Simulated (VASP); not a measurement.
# InSb3 (R-3m) in VASP: further runs, part 2 of 2

VASP 6.6.1. The steps go on from the part before.

**3. Single point, PBE**

This run uses another cell than the first one, of 29.49 Å³/atom.

The input, INCAR:

```
PREC     = Accurate       # precision mode
ENCUT    = 520            # plane-wave cutoff, eV
EDIFF    = 1E-6           # SCF threshold, eV
ISMEAR   = 0              # smearing method
SIGMA    = 0.15           # smearing width, eV
LREAL    = F              # projectors in reciprocal space
LASPH    = T              # aspherical terms in the spheres
NELM     = 80             # most SCF steps
ALGO     = Normal         # electronic algorithm
ISIF     = 2              # what is computed and relaxed
LWAVE    = F              # write WAVECAR
LCHARG   = F              # write CHGCAR
GGA      = PE             # functional
NBANDS   = 22             # bands
```

The input, KPOINTS:

```
Automatic mesh
0
Gamma
  8 8 8
```

The input, POSCAR:

```
InSb3
1.0
    4.9101399550     -0.1684851945     -0.1684851945
   -0.1684851945      4.9101399550     -0.1684851945
   -0.1684851945     -0.1684851945      4.9101399550
In Sb
1 3
Direct
    0.0000000000      0.0000000000      0.0000000000
    0.5000000000      0.0000000000      0.5000000000
    0.0000000000      0.5000000000      0.5000000000
    0.5000000000      0.5000000000      0.0000000000
```

Potentials or basis: VASP PAW PBE potentials, release 64 (In_d, Sb).

Command:

```console
$ cat potpaw_PBE.64/In_d/POTCAR potpaw_PBE.64/Sb/POTCAR > POTCAR
$ mpirun -np 1 vasp_std > vasp.out
```

Wall time 3.2 min (1 thread of Intel Xeon 8259CL, shared host); peak memory 0.34 GiB.

The run converged. Its results:

* Free energy: -14.1474 eV
* Pressure: -2.3 GPa
* Band gap on the k mesh: zero (bands 14 and 15 overlap by 3.66 eV)

Stress tensor (GPa, compression positive):
```
-2.27  0.48  0.48
 0.48 -2.27  0.48
 0.48  0.48 -2.27
```

Levels at points of the mesh, in eV from the Fermi level:
```csv
k point,band 12,band 13,band 14,band 15,band 16,band 17
"(0.00, 0.00, 0.00)",-3.54,-0.30,0.40,0.40,1.89,1.89
"(0.50, 0.00, 0.00)",-2.10,-1.59,-0.92,-0.67,1.37,1.71
"(0.50, 0.50, 0.00)",-1.49,-1.20,-1.10,-1.04,0.04,1.36
"(0.50, 0.50, 0.50)",-4.51,-4.37,2.62,2.62,3.43,3.82
```

Caveat: spin-orbit coupling is left out, which moves the levels of the heavy elements.

**4. Single point, PBE**

This run uses another cell than the first one, of 29.49 Å³/atom.

The input, INCAR:

```
  ALGO = Normal
  EDIFF = 1E-6
  ENCUT = 520
  GGA = PE
  ISIF = 2
  ISMEAR = 0
  LASPH = T
  LCHARG = F
  LREAL = F
  LWAVE = F
  NBANDS = 22
  NELM = 80
  PREC = Accurate
  SIGMA = 0.15
```

The input, KPOINTS:

```
k-points
0
Gamma
  8 8 8
```

The input, POSCAR:

```
InSb3
1.0
    4.9101399550      0.1684851945      0.1684851945
    0.1684851945      4.9101399550      0.1684851945
    0.1684851945      0.1684851945      4.9101399550
In Sb
1 3
Direct
    0.0000000000      0.0000000000      0.0000000000
    0.5000000000      0.0000000000      0.5000000000
    0.0000000000      0.5000000000      0.5000000000
    0.5000000000      0.5000000000      0.0000000000
```

Command:

```console
$ cat potpaw_PBE.64/In_d/POTCAR potpaw_PBE.64/Sb/POTCAR > POTCAR
$ mpirun -np 1 vasp_std > vasp.out
```

Wall time 2.9 min (1 thread of Intel Xeon 8259CL, shared host); peak memory 0.34 GiB.

It converged, with:

| Property | Result |
| --- | --- |
| Free energy | -14.1356 eV |
| Pressure | -2.1 GPa |
| Band gap on the k mesh | zero (bands 14 and 15 overlap by 3.50 eV) |

Stress tensor (GPa, compression positive):
```
-2.14 -0.80 -0.80
-0.80 -2.14 -0.80
-0.80 -0.80 -2.14
```

Levels at points of the mesh, in eV from the Fermi level:
| k point | band 11 | band 12 | band 13 | band 14 | band 15 | band 16 | band 17 | band 18 |
| --- | --- | --- | --- | --- | --- | --- | --- | --- |
| (0.00, 0.00, 0.00) | -3.86 | -3.50 | 0.03 | 0.03 | 1.14 | 1.23 | 2.29 | 2.29 |
| (0.50, 0.00, 0.00) | -2.31 | -2.00 | -1.64 | -0.89 | -0.65 | 1.27 | 1.86 | 2.20 |
| (0.50, 0.50, 0.00) | -1.72 | -1.55 | -1.31 | -0.95 | -0.75 | -0.12 | 1.35 | 2.74 |
| (0.50, 0.50, 0.50) | -4.50 | -4.49 | -4.49 | 2.75 | 2.75 | 3.36 | 3.83 | 3.83 |

Caveat: spin-orbit coupling is left out, which moves the levels of the heavy elements.

**5. Single point, PBE**

This run uses another cell than the first one, of 29.55 Å³/atom.

The input, INCAR:

```
PREC = Accurate ; ENCUT = 520
EDIFF = 1E-6 ; ISMEAR = 0
SIGMA = 0.15 ; LREAL = F
LASPH = T ; NELM = 60
ALGO = Normal ; ISIF = 2
LWAVE = F ; LCHARG = F
GGA = PE ; NBANDS = 22
```

The input, KPOINTS:

```
Automatic mesh
0
Gamma
  8 8 8
```

The input, POSCAR:

```
InSb3
1.0
    4.9101399550     -0.1124036941     -0.1124036941
   -0.1124036941      4.9101399550     -0.1124036941
   -0.1124036941     -0.1124036941      4.9101399550
In Sb
1 3
Direct
    0.0000000000      0.0000000000      0.0000000000
    0.5000000000      0.0000000000      0.5000000000
    0.0000000000      0.5000000000      0.5000000000
    0.5000000000      0.5000000000      0.0000000000
```

Command:

```console
$ cat potpaw_PBE.64/In_d/POTCAR potpaw_PBE.64/Sb/POTCAR > POTCAR
$ mpirun -np 1 vasp_std > vasp.out
```

Wall time 3.2 min (1 thread of Intel Xeon 8259CL, shared host); peak memory 0.34 GiB.

The run converged. Its results:

| Property | Result |
| --- | --- |
| Free energy | -14.1677 eV |
| Pressure | -2.5 GPa |
| Band gap on the k mesh | zero (bands 14 and 15 overlap by 3.88 eV) |

Stress tensor (GPa, compression positive):
```
-2.51  0.45  0.45
 0.45 -2.51  0.45
 0.45  0.45 -2.51
```

Levels at points of the mesh, in eV from the Fermi level:
```csv
k point,band 12,band 13,band 14,band 15,band 16,band 17
"(0.00, 0.00, 0.00)",-3.53,-0.04,0.52,0.52,1.71,1.71
"(0.50, 0.00, 0.00)",-2.02,-1.69,-0.93,-0.68,1.60,1.73
"(0.50, 0.50, 0.00)",-1.51,-1.12,-1.09,-1.02,-0.21,1.27
"(0.50, 0.50, 0.50)",-4.55,-4.44,2.86,2.86,3.38,3.65
```

Caveat: spin-orbit coupling is left out, which moves the levels of the heavy elements.

**6. Single point, PBE**

This run uses another cell than the first one, of 29.55 Å³/atom.

The input, INCAR:

```
SYSTEM = InSb3
  PREC = Accurate
  ENCUT = 520
  EDIFF = 1E-6
  ISMEAR = 0
  SIGMA = 0.15
  LREAL = .False.
  LASPH = .True.
  NELM = 60
  ALGO = Normal
  ISIF = 2
  LWAVE = .False.
  LCHARG = .False.
  GGA = PE
  NBANDS = 22
```

The input, KPOINTS:

```
regular mesh
0
Gamma
  8 8 8
  0 0 0
```

The input, POSCAR:

```
InSb3
1.0
    4.9101399550      0.1124036941      0.1124036941
    0.1124036941      4.9101399550      0.1124036941
    0.1124036941      0.1124036941      4.9101399550
In Sb
1 3
Direct
    0.0000000000      0.0000000000      0.0000000000
    0.5000000000      0.0000000000      0.5000000000
    0.0000000000      0.5000000000      0.5000000000
    0.5000000000      0.5000000000      0.0000000000
```

Potentials or basis: VASP PAW PBE potentials, release 64 (In_d, Sb).

Command:

```console
$ cat potpaw_PBE.64/In_d/POTCAR potpaw_PBE.64/Sb/POTCAR > POTCAR
$ mpirun -np 1 vasp_std > vasp.out
```

Wall time 2.8 min (1 thread of Intel Xeon 8259CL, shared host); peak memory 0.34 GiB.

The run converged. Its results:

```
Free energy            : -14.1669 eV
Pressure               : -2.5 GPa
Band gap on the k mesh : zero (bands 14 and 15 overlap by 3.74 eV)
```

Stress tensor (GPa, compression positive):
```
-2.45 -0.60 -0.60
-0.60 -2.45 -0.60
-0.60 -0.60 -2.45
```

Levels at points of the mesh, in eV from the Fermi level:
```csv
k point,band 11,band 12,band 13,band 14,band 15,band 16,band 17,band 18
"(0.00, 0.00, 0.00)",-3.87,-3.51,0.17,0.17,0.97,1.31,2.07,2.07
"(0.50, 0.00, 0.00)",-2.42,-1.96,-1.71,-0.91,-0.67,1.52,1.83,2.25
"(0.50, 0.50, 0.00)",-1.63,-1.55,-1.20,-1.05,-0.82,-0.28,1.27,2.85
"(0.50, 0.50, 0.50)",-4.54,-4.51,-4.51,2.92,2.92,3.33,3.66,3.66
```

Caveat: spin-orbit coupling is left out, which moves the levels of the heavy elements.

**7. Single point, PBE**

This run uses another cell than the first one, of 30.37 Å³/atom.

The input, INCAR:

```
SYSTEM = InSb3
PREC = Accurate
ENCUT = 520
EDIFF = 1E-7
ISMEAR = 0
SIGMA = 0.15
LREAL = .FALSE.
LASPH = .TRUE.
NELM = 100
ALGO = Normal
ISIF = 2
LWAVE = .FALSE.
LCHARG = .FALSE.
GGA = PE
NBANDS = 22
```

The input, KPOINTS:

```
regular mesh
0
G
  8 8 8
  0 0 0
```

The input, POSCAR:

```
InSb3
1.0
    4.9582785820     -0.1684851945     -0.1684851945
   -0.1684851945      4.9582785820     -0.1684851945
   -0.1684851945     -0.1684851945      4.9582785820
In Sb
1 3
Direct
    0.0000000000      0.0000000000      0.0000000000
    0.5000000000      0.0000000000      0.5000000000
    0.0000000000      0.5000000000      0.5000000000
    0.5000000000      0.5000000000      0.0000000000
```

Command:

```console
$ cat potpaw_PBE.64/In_d/POTCAR potpaw_PBE.64/Sb/POTCAR > POTCAR
$ mpirun -np 1 vasp_std > vasp.out
```

Wall time 3.6 min (1 thread of Intel Xeon 8259CL, shared host); peak memory 0.34 GiB.

The run converged. Its results:

- Free energy: -14.0866 eV
- Pressure: -3.3 GPa
- Band gap on the k mesh: zero (bands 14 and 15 overlap by 3.53 eV)

Stress tensor (GPa, compression positive):
```
-3.34  0.38  0.38
 0.38 -3.34  0.38
 0.38  0.38 -3.34
```

Levels at points of the mesh, in eV from the Fermi level:
```csv
k point,band 11,band 12,band 13,band 14,band 15,band 16,band 17,band 18
"(0.00, 0.00, 0.00)",-3.67,-3.54,-0.28,0.40,0.40,1.84,1.84,2.44
"(0.50, 0.00, 0.00)",-2.12,-2.01,-1.53,-0.87,-0.63,1.33,1.58,2.13
"(0.50, 0.50, 0.00)",-1.78,-1.47,-1.15,-1.08,-1.00,0.00,1.39,2.57
"(0.50, 0.50, 0.50)",-4.54,-4.46,-4.22,2.52,2.52,3.29,3.67,3.67
```

Caveat: the cell stands under tension; spin-orbit coupling is left out, which moves the levels of the heavy elements.

**8. The runs side by side**

```tsv
cell	gap on the mesh (eV)	pressure (GPa)
a = 4.865 Å, angles 92.6°, 4 atoms	none	-1.3
a = 4.916 Å, angles 93.9°, 4 atoms	none	-2.3
a = 4.916 Å, angles 86.0°, 4 atoms	none	-2.1
a = 4.913 Å, angles 92.6°, 4 atoms	none	-2.5
a = 4.913 Å, angles 87.3°, 4 atoms	none	-2.5
a = 4.964 Å, angles 93.8°, 4 atoms	none	-3.3
```

Alike in all rows: task single point; level PBE; potentials or basis VASP PAW PBE potentials, release 64 (In_d, Sb); no spin polarisation; k mesh 8 × 8 × 8; cutoff (eV) 520; smearing gaussian 0.15 eV.

Caveats: spin-orbit coupling is left out, which moves the levels of the heavy elements; the cell stands under tension (at least some runs).

Total energies depend on the potentials used, so only differences within one code and one set of settings carry meaning.
